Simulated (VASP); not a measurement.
# Ru (I4_1/amd) in VASP: further runs

Ru is run at these levels: PBE; tasks: single point.

Everything below comes from runs of VASP 6.6.1. Logs are shortened: lines on timing, memory, paths and dates and some standing lists are left out, and cuts for length are marked.

## (1) The cell of the first run

The structure is tetragonal, space group I4_1/amd (No. 141). Conventional cell: a = 4.570 Å, b = 4.570 Å, c = 2.557 Å, α = 90.00°, β = 90.00°, γ = 90.00°. Ru (site symmetry -4m2) has 10 Ru at 2.37 to 2.98 Å within 3.1 Å.

## (2) Single point, PBE

INCAR reads:

```
SYSTEM = Ru
PREC = Accurate
ENCUT = 520
EDIFF = 1E-6
ISMEAR = -1
SIGMA = 0.1
LREAL = .FALSE.
LASPH = .TRUE.
NELM = 80
ALGO = Normal
ISIF = 2
LWAVE = .FALSE.
LCHARG = .TRUE.
GGA = PE
LELF = .TRUE.
LVHAR = .TRUE.
NBANDS = 21
```

KPOINTS reads:

```
regular mesh
0
G
  18 18 18
  0 0 0
```

POSCAR reads:

```
Ru
1.0
   -2.2852053114      2.2852053114      1.2782556965
    2.2852053114     -2.2852053114      1.2782556965
    2.2852053114      2.2852053114     -1.2782556965
Ru
2
Direct
   -0.3750000000     -0.1250000000     -0.2500000000
    0.3750000000      0.1250000000      0.2500000000
```

Potentials or basis: VASP PAW PBE potentials, release 64 (Ru_pv).

Started as:

```console
$ cat potpaw_PBE.64/Ru_pv/POTCAR > POTCAR
$ mpirun -np 1 vasp_std > vasp.out
```

OUTCAR:

```text
SYSTEM = Ru
   PREC = Accurate
   ENCUT = 520
   EDIFF = 1E-6
   ISMEAR = -1
   LREAL = .FALSE.
   LASPH = .TRUE.
   NELM = 80
   ISIF = 2
   GGA = PE

 ion  position               nearest neighbor table
   1  0.625  0.875  0.750-   2 2.37   2 2.37   2 2.37   2 2.37   2 2.98   2 2.98   2 2.98   2 2.98

   2  0.375  0.125  0.250-   1 2.37   1 2.37   1 2.37   1 2.37   1 2.98   1 2.98   1 2.98   1 2.98

  LATTYP: Found a body centered tetragonal cell.
 ALAT       =     4.5704106228
 C/A-ratio  =     0.5593614237

  Lattice vectors:

 A1 = (  -2.2852053114,   2.2852053114,   1.2782556965)
 A2 = (   2.2852053114,  -2.2852053114,   1.2782556965)
 A3 = (   2.2852053114,   2.2852053114,  -1.2782556965)

Analysis of symmetry for initial positions (statically):
=====================================================================
 Subroutine PRICEL returns:
 Original cell was already a primitive cell.

 Routine SETGRP: Setting up the symmetry group for a
 body centered tetragonal supercell.

 Subroutine GETGRP returns: Found 16 space group operations
 (whereof  4 operations were pure point group operations)
 out of a pool of 16 trial point group operations.

The static configuration has the point symmetry C_2h.
 The point group associated with its full space group is D_4h.

Analysis of symmetry for dynamics (positions and initial velocities):
=====================================================================
 Subroutine PRICEL returns:
 Original cell was already a primitive cell.

 Routine SETGRP: Setting up the symmetry group for a
 body centered tetragonal supercell.

 Subroutine GETGRP returns: Found 16 space group operations
 (whereof  4 operations were pure point group operations)
 out of a pool of 16 trial point group operations.

The dynamic configuration has the point symmetry C_2h.
 The point group associated with its full space group is D_4h.

 Subroutine INISYM returns: Found 16 space group operations
 (whereof  4 operations are pure point group operations),
 and found     1 'primitive' translations

----------------------------------------------------------------------------------------

                                     Primitive cell

  volume of cell :      26.7010

  direct lattice vectors                    reciprocal lattice vectors
[... 76 lines left out ...]
   NGXF,Y,Z  is equivalent  to a cutoff of  26.79, 26.79, 26.79 a.u.
 SYSTEM =  Ru
   PREC   = accura    normal or accurate (medium, high low for compatibility)
   ISTART =      0    job   : 0-new  1-cont  2-samecut
   ICHARG =      2    charge: 1-file 2-atom 10-const
   ISPIN  =      1    spin polarized calculation?
   LNONCOLLINEAR =      F non collinear calculations
   LSORBIT =      F    spin-orbit coupling
   LASPH  =      T    aspherical Exc in radial PAW
   ENCUT  =  520.0 eV  38.22 Ry    6.18 a.u.   6.46  6.46  6.46*2*pi/ulx,y,z
   NELM   =     80;   NELMIN=  2; NELMDL= -5     # of ELM steps
   EDIFF  = 0.1E-05   stopping-criterion for ELM
   LREAL  =      F    real-space projection
   EDIFFG = 0.1E-04   stopping-criterion for IOM
   NSW    =      0    number of steps for IOM
   IBRION =     -1    ionic relax: 0-MD 1-quasi-New 2-CG
   NFREE  =      0    steps in history (QN), initial steepest desc. (CG)
   ISIF   =      2    stress and relaxation
   ISYM   =      2    0-nonsym 1-usesym 2-fastsym
   POTIM  = 0.5000    time-step for ionic-motion
   TEBEG  =    0.0;   TEEND  =   0.0 temperature during run
   PSTRESS=    0.0 pullay stress
   NELECT =      28.0000    total number of electrons
   NUPDOWN=      -1.0000    fix difference up-down
   EMIN   =  10.00;   EMAX   =-10.00  energy-range for DOS
   EFERMI =   0.00;   METHOD = LEGACY
   ISMEAR =    -1;   SIGMA  =   0.10  broadening in eV -4-tet -1-fermi 0-gaus
   EFERMI_NEDOS =   21; number of points for ismear=-14 and -15
   IALGO  =     38    algorithm
   IMIX   =      4    mixing-type and parameters
     AMIX     =   0.40;   BMIX     =  1.00
     AMIX_MAG =   1.60;   BMIX_MAG =  1.00
  volume/ion in A,a.u.               =      13.35        90.09
  Fermi-wavevector in a.u.,A,eV,Ry     =   1.663227  3.143043 37.638110  2.766323
  Thomas-Fermi vector in A             =   2.749981
   LORBIT       =      0    0 simple, 1 ext, 2 COOP (PROOUT), +10 PAW based schemes
   GGA     = PE    functional components
   LHFCALC =     F    Hartree Fock is set to
   AEXX    =    0.0000 exact exchange contribution
   IVDW    =     0    specifies the selected vdW correction
   LEPSILON=     F    determine dielectric tensor
   LRPA    =     F    only Hartree local field effects (RPA)
 non-spin polarized calculation
  energy-cutoff  :      520.00
  volume of cell :       26.70
 maximum number of plane-waves:       741
 NGX is ok and might be reduce to    28
   NGX = 13   NGY = 13   NGZ = 13

 number of electron      28.0000001 magnetization

 Free energy of the ion-electron system (eV)
  ---------------------------------------------------
  ext. energy  EPLUGINS =         0.00000000
  ---------------------------------------------------
  free energy    TOTEN  =       -16.12739822 eV

  energy without entropy =      -16.02160251  energy(sigma->0) =      -16.07450036

 E-fermi :  13.2903     XC(G=0): -14.1107

 val. band max:       13.2890396310   @ k =  -0.1667   0.2778   0.0556
 cond. band min:      13.2910436146   @ k =  -0.1111   0.1667   0.0556
 fundamental gap:      0.0020039836
 Fermi energy:        13.2902868229

 k-point     1 :       0.0000    0.0000    0.0000
  band No.  band energies     occupation
      1     -30.4438      2.00000
      2     -30.4438      2.00000
      3     -29.1961      2.00000
      4     -29.1715      2.00000
      5     -29.0279      2.00000
      6     -29.0279      2.00000
[... 565 lines left out ...]
     20      24.0628      0.00000
     21      24.0636      0.00000

 [... further k-points ...]
[... 5 lines left out ...]
  --------------------------------------------------------------------------------------
  -------------------------------------------------------------------------------------
  Total        8.1097474      8.1097474      8.0135507      0.0000000     -0.0000000      0.0000000
  in kB      486.6197507    486.6197507    480.8475317      0.0000000     -0.0000000      0.0000000
  external PRESSURE =     484.6956777 kB  Pullay stress =       0.0000000 kB

 VOLUME and BASIS-vectors are now :
 -----------------------------------------------------------------------------
  energy-cutoff  :      520.00
  volume of cell :       26.70
      direct lattice vectors                 reciprocal lattice vectors
    -2.285205311  2.285205311  1.278255697     0.000000000  0.218798721  0.391158046
     2.285205311 -2.285205311  1.278255697     0.218798721  0.000000000  0.391158046
     2.285205311  2.285205311 -1.278255697     0.218798721  0.218798721  0.000000000

 POSITION                                       TOTAL-FORCE (eV/Angst)
 -----------------------------------------------------------------------------------
      2.28521      1.14260      0.95869         0.000000      0.000000      0.000000
      0.00000      1.14260      0.31956        -0.000000     -0.000000     -0.000000
 -----------------------------------------------------------------------------------
    total drift:                                0.000000      0.000000     -0.000000

  FREE ENERGIE OF THE ION-ELECTRON SYSTEM (eV)
  ---------------------------------------------------
  free  energy   TOTEN  =       -16.1273982203 eV

  energy  without entropy=      -16.0216025083  energy(sigma->0) =      -16.07450036
```

OSZICAR:

```text
N       E                     dE             d eps       ncg     rms          rms(c)
DAV:   1     0.289837172552E+03    0.28984E+03   -0.17484E+04 20168   0.149E+03
DAV:   2    -0.111568540201E+02   -0.30099E+03   -0.29206E+03 21020   0.447E+02
DAV:   3    -0.168545035069E+02   -0.56976E+01   -0.56597E+01 23485   0.690E+01
DAV:   4    -0.168976362972E+02   -0.43133E-01   -0.43068E-01 25244   0.578E+00
DAV:   5    -0.168981859592E+02   -0.54966E-03   -0.54718E-03 22430   0.586E-01    0.209E+01
DAV:   6    -0.161932544842E+02    0.70493E+00   -0.14932E+00 22225   0.118E+01    0.835E+00
DAV:   7    -0.161323900512E+02    0.60864E-01   -0.23228E-01 22895   0.401E+00    0.213E+00
DAV:   8    -0.161279977072E+02    0.43923E-02   -0.22864E-02 21380   0.149E+00    0.458E-01
DAV:   9    -0.161274038330E+02    0.59387E-03   -0.54369E-04 23583   0.261E-01    0.317E-02
DAV:  10    -0.161273997655E+02    0.40675E-05   -0.11957E-05 23248   0.339E-02    0.534E-03
DAV:  11    -0.161273984206E+02    0.13449E-05   -0.27619E-07 14711   0.490E-03    0.860E-04
DAV:  12    -0.161273982203E+02    0.20029E-06   -0.40132E-08 12690   0.202E-03
   1 F= -.16127398E+02 E0= -.16074500E+02  d E =-.105796E+00
```

Wall time 2 min (1 thread of Intel Xeon 6975P-C (Granite Rapids), shared host); peak memory 0.33 GiB.

What came out:

```yaml
Free_energy: -16.1274 eV
Pressure: 48.5 GPa
Band_gap_on_the_k_mesh: zero (band 14 reaches 14.36 eV, above the bottom of band 15 at 12.46 eV)
```

## (3) Single point, PBE

INCAR reads:

```
PREC     = Accurate       # precision mode
ENCUT    = 520            # plane-wave cutoff, eV
EDIFF    = 1E-7           # SCF threshold, eV
ISMEAR   = -1             # smearing method
SIGMA    = 0.1            # smearing width, eV
LREAL    = F              # projectors in reciprocal space
LASPH    = T              # aspherical terms in the spheres
NELM     = 80             # most SCF steps
ALGO     = Normal         # electronic algorithm
ISIF     = 2              # what is computed and relaxed
LWAVE    = F              # write WAVECAR
LCHARG   = F              # write CHGCAR
GGA      = PE             # functional
NBANDS   = 21             # bands
```

KPOINTS reads:

```
regular mesh
0
Gamma
  18 18 18
```

POSCAR reads:

```
Ru
1.0
   -2.2851160487      2.2851160487      1.2781586181
    2.2851160487     -2.2851160487      1.2781586181
    2.2851160487      2.2851160487     -1.2781586181
Ru
2
Direct
   -0.3750000000     -0.1250000000     -0.2500000000
    0.3750000000      0.1250000000      0.2500000000
```

Potentials or basis: VASP PAW PBE potentials, release 64 (Ru_pv).

Started as:

```console
$ cat potpaw_PBE.64/Ru_pv/POTCAR > POTCAR
$ mpirun -np 1 vasp_std > vasp.out
```

Run time: 2 min. Hardware: 1 thread of Intel Xeon 6975P-C (Granite Rapids), shared host; peak memory 0.32 GiB.

It converged, with:

```
Free energy            : -16.1262 eV
Pressure               : 48.5 GPa
Band gap on the k mesh : zero (band 14 reaches 14.37 eV, above the bottom of band 15 at 12.47 eV)
```

Stress tensor (GPa, compression positive):
```
48.72  0.00  0.00
 0.00 48.72  0.00
 0.00  0.00 48.14
```

Levels at points of the mesh, in eV from the Fermi level:
```csv
k point,band 11,band 12,band 13,band 14,band 15,band 16,band 17,band 18
"(0.00, 0.00, 0.00)",-4.07,-0.48,-0.48,-0.41,-0.41,2.39,3.85,7.51
"(0.50, 0.00, 0.00)",-2.38,-1.69,-0.40,-0.02,1.57,1.63,4.26,8.30
"(0.50, 0.50, 0.00)",-3.11,-3.11,-0.62,-0.62,0.89,0.89,1.50,1.50
"(0.50, 0.50, 0.50)",-0.96,-0.96,-0.26,-0.26,0.10,0.10,0.38,0.38
```
